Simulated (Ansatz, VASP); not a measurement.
MgO in VASP and in Ansatz

INCAR

```
PREC     = Accurate       # precision mode
ENCUT    = 840            # plane-wave cutoff, eV
EDIFF    = 1E-7           # SCF threshold, eV
ISMEAR   = 0              # smearing method
SIGMA    = 0.1            # smearing width, eV
LREAL    = F              # projectors in reciprocal space
LASPH    = T              # aspherical terms in the spheres
NELM     = 120            # most SCF steps
ALGO     = Normal         # electronic algorithm
ISIF     = 3              # what is computed and relaxed
LWAVE    = F              # write WAVECAR
LCHARG   = F              # write CHGCAR
GGA      = PE             # functional
IBRION   = 2              # ionic algorithm
NSW      = 90             # ionic steps
EDIFFG   = -0.04          # ionic threshold
GGA_COMPAT= F            
NELMIN   = 4
```

File KPOINTS:

```
Automatic mesh
0
Gamma
  6 6 8
```

POSCAR

```
MgO
1.0
    3.6416115100      0.0000000000      0.0000000000
    0.0000000000      3.6416115100      0.0000000000
    0.0000000000      0.0000000000      2.4136713000
Mg O
1 1
Direct
    0.5000000000      0.5000000000      0.0000000000
    0.0000000000      0.0000000000      0.0000000000
```

Input for Ansatz:

```yaml
crystal:
  lattice:
    - [3.64161151, 0.0, 0.0]
    - [0.0, 3.64161151, 0.0]
    - [0.0, 0.0, 2.4136713]
  atoms:
    - { symbol: Mg, position: [0.5, 0.5, 0.0] }
    - { symbol: O, position: [0.0, 0.0, 0.0] }
basis:
  ecutwfc: 420
kpoints:
  mp_grid: { grid: [6, 6, 8] }
hamiltonian:
  xc: pbe
scf:
  occupations: { method: gaussian, width: 0.1 }
  lower_state_search: "off"
output:
  forces: true
  stress: true
  eigenvalues: true
relax:
  adjacent_minimum: "off"
  f_tol: 0.04
  max_steps: 70
  cell: { stress_tol: 0.4 }
```

Alike in both runs: task relaxation of cell and atoms; functional PBE; k mesh 6 × 6 × 8; occupations gaussian, width 0.1 eV; no spin polarisation.

|  | VASP | Ansatz |
| --- | --- | --- |
| version | VASP 6.6.1 | Ansatz 0.2.0 |
| potentials or method | VASP PAW PBE potentials, release 64 (Mg_sv, O), cutoff 840 eV | scalar-relativistic, plane waves, PAW |
| valence electrons in the cell | 16 | 16 |

VASP gave:

* gap on the k mesh at the Fermi level, each at its own relaxed structure (eV): 1.57
* relaxed volume (Å³/atom): 13.70
* relaxed length of the cell vector where the two differ most in proportion (Å): 3.437

Task: Estimate Ansatz's values.

Result: gap on the k mesh at the Fermi level, each at its own relaxed structure (eV): 2.09; relaxed volume (Å³/atom): 17.79; relaxed length of the cell vector where the two differ most in proportion (Å): 4.446.

One of these differences is far larger than is usual between the two programs; its cause wasn't traced.
